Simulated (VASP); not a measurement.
Here is a VASP 6.6.1 calculation.

File INCAR:

```
SYSTEM = La
  ALGO = Normal
  EDIFF = 1E-7
  ENCUT = 520
  GGA = PE
  ISIF = 2
  ISMEAR = -1
  LASPH = .True.
  LCHARG = .False.
  LREAL = .False.
  LWAVE = .False.
  NBANDS = 12
  NELM = 80
  PREC = Accurate
  SIGMA = 0.06122561905347299
```

The input KPOINTS:

```
k-points
0
Gamma
  12 12 12
  0 0 0
```

Contents of POSCAR:

```
La
1.0
   -2.1422315064      2.1422315064      2.1422315064
    2.1422315064     -2.1422315064      2.1422315064
    2.1422315064      2.1422315064     -2.1422315064
La
1
Direct
    0.0000000000      0.0000000000      0.0000000000
```

Potentials or basis: VASP PAW PBE potentials, release 64 (La).

Launch:

```console
$ cat potpaw_PBE.64/La/POTCAR > POTCAR
$ mpirun -np 1 vasp_std > vasp.out
```

Problem. Predict the band gap on the k mesh.

Solution. Zero (an odd number of electrons rules out a gap without spin polarisation).

Problem. Estimate the pressure.

Solution. -0.9 GPa.

Caveat: spin-orbit coupling is left out, which moves the levels of the heavy elements.
